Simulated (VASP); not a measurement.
# InCu3O3 (R-3c) in VASP: single point with PBE

Aim: the single point of InCu3O3 with PBE.

Everything below comes from runs of VASP 6.6.1. Logs are shortened: lines on timing, memory, paths and dates and some standing lists are left out, and cuts for length are marked.

## (1) The cell of the first run

The structure is trigonal, space group R-3c (No. 167). Conventional cell: a = 6.158 Å, b = 6.158 Å, c = 14.894 Å, α = 90.00°, β = 90.00°, γ = 120.00°. Within 2.9 Å of In (site symmetry -3) lie 6 O at 2.22 Å. Cu (site symmetry -1) has 4 O at 1.87 to 2.52 Å within 2.6 Å. O (site symmetry 2) has 4 Cu at 1.87 to 2.52 Å and 2 In at 2.22 Å within 2.6 Å.

## (2) Single point, PBE (11.65 Å³/atom)

INCAR

```
SYSTEM = InCu3O3
  PREC = Accurate
  ENCUT = 520
  EDIFF = 1E-6
  ISMEAR = 0
  SIGMA = 0.1
  LREAL = .False.
  LASPH = .True.
  NELM = 100
  ALGO = Normal
  ISIF = 2
  LWAVE = .False.
  LCHARG = .True.
  GGA = PE
  LELF = .True.
  LVHAR = .True.
  NBANDS = 77
```

KPOINTS

```
regular mesh
0
Gamma
  6 6 6
  0 0 0
```

POSCAR

```
InCu3O3
1.0
    3.0791129663      1.7777266999      4.9648316673
   -3.0791129663      1.7777266999      4.9648316673
    0.0000000000     -3.5554533999      4.9648316673
In Cu O
2 6 6
Direct
    0.5000000000      0.5000000000      0.5000000000
    0.0000000000      0.0000000000      0.0000000000
    0.5000000000      0.0000000000      0.0000000000
    0.5000000000      0.5000000000      0.0000000000
    0.0000000000      0.0000000000      0.5000000000
    0.5000000000      0.0000000000      0.5000000000
    0.0000000000      0.5000000000      0.5000000000
    0.0000000000      0.5000000000      0.0000000000
    0.3256439782      0.7500000000      0.1743560218
    0.6743560218      0.2500000000      0.8256439782
    0.7500000000      0.1743560218      0.3256439782
    0.2500000000      0.8256439782      0.6743560218
    0.8256439782      0.6743560218      0.2500000000
    0.1743560218      0.3256439782      0.7500000000
```

Potentials or basis: VASP PAW PBE potentials, release 64 (In_d, Cu, O).

The run is started by

```sh
$ cat potpaw_PBE.64/In_d/POTCAR potpaw_PBE.64/Cu/POTCAR potpaw_PBE.64/O/POTCAR > POTCAR
$ mpirun -np 1 vasp_std > vasp.out
```

OUTCAR:

```text
SYSTEM = InCu3O3
   PREC = Accurate
   ENCUT = 520
   EDIFF = 1E-6
   ISMEAR = 0
   LREAL = .False.
   LASPH = .True.
   NELM = 100
   ISIF = 2
   GGA = PE

 ion  position               nearest neighbor table
   1  0.500  0.500  0.500-  13 2.22  14 2.22   9 2.22  10 2.22  11 2.22  12 2.22   6 3.05   7 3.05
                             6 3.05   7 3.05   4 3.05   4 3.05   3 3.08   3 3.08   8 3.08   8 3.08
   2  0.000  0.000  0.000-  13 2.22  14 2.22  11 2.22  12 2.22   9 2.22  10 2.22   3 3.05   8 3.05
                             8 3.05   3 3.05   5 3.05   5 3.05   7 3.08   6 3.08   7 3.08   6 3.08
   3  0.500  0.000  0.000-   9 1.87  10 1.87   2 3.05   2 3.05   1 3.08   1 3.08
   4  0.500  0.500  0.000-   9 1.87  10 1.87   1 3.05   1 3.05   2 3.08   2 3.08
   5  0.000  0.000  0.500-  11 1.87  12 1.87   2 3.05   2 3.05   1 3.08   1 3.08
   6  0.500  0.000  0.500-  11 1.87  12 1.87   1 3.05   1 3.05   2 3.08   2 3.08
   7  0.000  0.500  0.500-  13 1.87  14 1.87   1 3.05   1 3.05   2 3.08   2 3.08
   8  0.000  0.500  0.000-  13 1.87  14 1.87   2 3.05   2 3.05   1 3.08   1 3.08
   9  0.326  0.750  0.174-   3 1.87   4 1.87   1 2.22   2 2.22
  10  0.674  0.250  0.826-   3 1.87   4 1.87   1 2.22   2 2.22
  11  0.750  0.174  0.326-   6 1.87   5 1.87   2 2.22   1 2.22
  12  0.250  0.826  0.674-   6 1.87   5 1.87   2 2.22   1 2.22
  13  0.826  0.674  0.250-   7 1.87   8 1.87   1 2.22   2 2.22
  14  0.174  0.326  0.750-   7 1.87   8 1.87   1 2.22   2 2.22

  LATTYP: Found a trigonal (rhomboedric) cell.
 ALAT       =     6.1066195529
 COS(alpha) =     0.4915133996

  Lattice vectors:

 A1 = (   3.0791129663,   1.7777266999,   4.9648316673)
 A2 = (  -3.0791129663,   1.7777266999,   4.9648316673)
 A3 = (   0.0000000000,  -3.5554533999,   4.9648316673)

Analysis of symmetry for initial positions (statically):
=====================================================================
 Subroutine PRICEL returns:
 Original cell was already a primitive cell.

 Routine SETGRP: Setting up the symmetry group for a
 trigonal (rhombohedral) supercell.

 Subroutine GETGRP returns: Found 12 space group operations
 (whereof  6 operations were pure point group operations)
 out of a pool of 12 trial point group operations.

The static configuration has the point symmetry S_6 .
 The point group associated with its full space group is D_3d.

Analysis of symmetry for dynamics (positions and initial velocities):
=====================================================================
 Subroutine PRICEL returns:
 Original cell was already a primitive cell.

 Routine SETGRP: Setting up the symmetry group for a
 trigonal (rhombohedral) supercell.

 Subroutine GETGRP returns: Found 12 space group operations
[... 149 lines left out ...]
  volume/ion in A,a.u.               =      11.65        78.60
  Fermi-wavevector in a.u.,A,eV,Ry     =   1.510182  2.853831 31.030132  2.280650
  Thomas-Fermi vector in A             =   2.620406
   LORBIT       =      0    0 simple, 1 ext, 2 COOP (PROOUT), +10 PAW based schemes
   GGA     = PE    functional components
   LHFCALC =     F    Hartree Fock is set to
   AEXX    =    0.0000 exact exchange contribution
   IVDW    =     0    specifies the selected vdW correction
   LEPSILON=     F    determine dielectric tensor
   LRPA    =     F    only Hartree local field effects (RPA)
 non-spin polarized calculation
 Gauss-broadening in eV      SIGMA  =   0.10
  energy-cutoff  :      520.00
  volume of cell :      163.06
 maximum number of plane-waves:      4429
 NGX is ok and might be reduce to    48
   NGX = 23   NGY = 23   NGZ = 23

 number of electron     127.9999990 magnetization

 Free energy of the ion-electron system (eV)
  ---------------------------------------------------
  ext. energy  EPLUGINS =         0.00000000
  ---------------------------------------------------
  free energy    TOTEN  =       -65.87829104 eV

  energy without entropy =      -65.87171467  energy(sigma->0) =      -65.87500286

 E-fermi :   7.2969     XC(G=0): -11.7170

 val. band max:        7.2945831472   @ k =   0.1667   0.0000   0.0000
 cond. band min:       7.3877843744   @ k =   0.1667   0.1667   0.0000
 fundamental gap:      0.0932012272
 Fermi energy:         7.2969157766

 k-point     1 :       0.0000    0.0000    0.0000
  band No.  band energies     occupation
      1     -13.2626      2.00000
      2     -12.7069      2.00000
      3     -12.7069      2.00000
      4     -12.2903      2.00000
      5     -12.2903      2.00000
      6     -12.2038      2.00000
[... 1885 lines left out ...]
     75      13.9682      0.00000
     76      14.1779      0.00000

 [... further k-points ...]

 [bands above 76 left out]

------------------------ aborting loop because EDIFF is reached ----------------------------------------

  FORCE on cell =-STRESS in cart. coord.  units (eV):
  Direction    XX          YY          ZZ          XY          YZ          ZX
  --------------------------------------------------------------------------------------
  -------------------------------------------------------------------------------------
  Total       12.3888229     12.3888229     12.7411835      0.0000000     -0.0000000      0.0000000
  in kB      121.7290498    121.7290498    125.1912445      0.0000000     -0.0000000      0.0000000
  external PRESSURE =     122.8831147 kB  Pullay stress =       0.0000000 kB

 VOLUME and BASIS-vectors are now :
 -----------------------------------------------------------------------------
  energy-cutoff  :      520.00
  volume of cell :      163.06
      direct lattice vectors                 reciprocal lattice vectors
     3.079112966  1.777726700  4.964831667     0.162384429  0.093752694  0.067138899
    -3.079112966  1.777726700  4.964831667    -0.162384429  0.093752694  0.067138899
     0.000000000 -3.555453400  4.964831667     0.000000000 -0.187505387  0.067138899

 POSITION                                       TOTAL-FORCE (eV/Angst)
 -----------------------------------------------------------------------------------
      0.00000     -0.00000      7.44725        -0.000000      0.000000     -0.000000
      0.00000      0.00000      0.00000         0.000000      0.000000     -0.000000
      1.53956      0.88886      2.48242         0.000000      0.000000     -0.000000
      0.00000      1.77773      4.96483        -0.000000      0.000000     -0.000000
      0.00000     -1.77773      2.48242        -0.000000      0.000000     -0.000000
      1.53956     -0.88886      4.96483        -0.000000      0.000000     -0.000000
     -1.53956     -0.88886      4.96483         0.000000      0.000000     -0.000000
     -1.53956      0.88886      2.48242         0.000000      0.000000     -0.000000
     -1.30664      1.29229      6.20604        -0.047481     -0.082239     -0.000000
      1.30664     -1.29229      8.68846         0.047481      0.082239     -0.000000
      1.77247      0.48544      6.20604        -0.047481      0.082239     -0.000000
     -1.77247     -0.48544      8.68846         0.047481     -0.082239     -0.000000
      0.46583      1.77773      8.68846        -0.094961      0.000000      0.000000
     -0.46583     -1.77773      6.20604         0.094961      0.000000      0.000000
 -----------------------------------------------------------------------------------
    total drift:                               -0.000000     -0.000000      0.000000

  FREE ENERGIE OF THE ION-ELECTRON SYSTEM (eV)
  ---------------------------------------------------
  free  energy   TOTEN  =       -65.8782910398 eV

  energy  without entropy=      -65.8717146714  energy(sigma->0) =      -65.87500286
```

stdout:

```text
POSCAR found type information on POSCAR InCuO
 POSCAR found :  3 types and      14 ions
 scaLAPACK will be used
 LDA part: xc-table for (Slater+PW92), standard interpolation
 POSCAR, INCAR and KPOINTS ok, starting setup
 FFT: planning ... GRIDC
 FFT: planning ... GRID_SOFT
 FFT: planning ... GRID
 WAVECAR not read
 entering main loop
```

It took 7.9 min on 1 thread of Intel Xeon Platinum 8488C (Sapphire Rapids), shared host; peak memory 0.51 GiB.

What came out:

```yaml
Free_energy: -65.8783 eV
Pressure: 12.3 GPa
Largest_force: 0.095 eV/Å
Band_gap_on_the_k_mesh: zero (bands 64 and 65 overlap by 0.11 eV)
```

Forces in eV/Å, atoms in the order of the input:
```
In   0.000  0.000  0.000
In   0.000  0.000  0.000
Cu   0.000  0.000  0.000
Cu   0.000  0.000  0.000
Cu   0.000  0.000  0.000
Cu   0.000  0.000  0.000
Cu   0.000  0.000  0.000
Cu   0.000  0.000  0.000
O   -0.047 -0.082  0.000
O    0.047  0.082  0.000
O   -0.047  0.082  0.000
O    0.047 -0.082  0.000
O   -0.095  0.000  0.000
O    0.095  0.000  0.000
```

Levels at points of the mesh, in eV from the Fermi level:
```csv
k point,band 61,band 62,band 63,band 64,band 65,band 66,band 67,band 68
"(0.00, 0.00, 0.00)",-1.07,-1.07,-0.15,0.11,0.11,0.13,2.24,2.90
"(0.50, 0.00, 0.00)",-0.85,-0.85,-0.73,-0.73,1.35,1.35,2.27,2.27
"(0.50, 0.50, 0.00)",-1.05,-1.03,-0.74,-0.65,1.33,2.43,2.64,3.26
"(0.50, 0.50, 0.50)",-0.85,-0.85,-0.85,-0.85,1.40,1.40,2.85,2.85
```

Caveat: the cell stands under pressure; semilocal functionals underestimate gaps, and a narrow one can read as zero; spin-orbit coupling is left out, which moves the levels of the heavy elements. With open d or f shells a metallic result of PBE can be an artefact of self-interaction; +U or a hybrid may open a gap.

The gap in the log of VASP goes by the Fermi energy; the results here count the filled bands.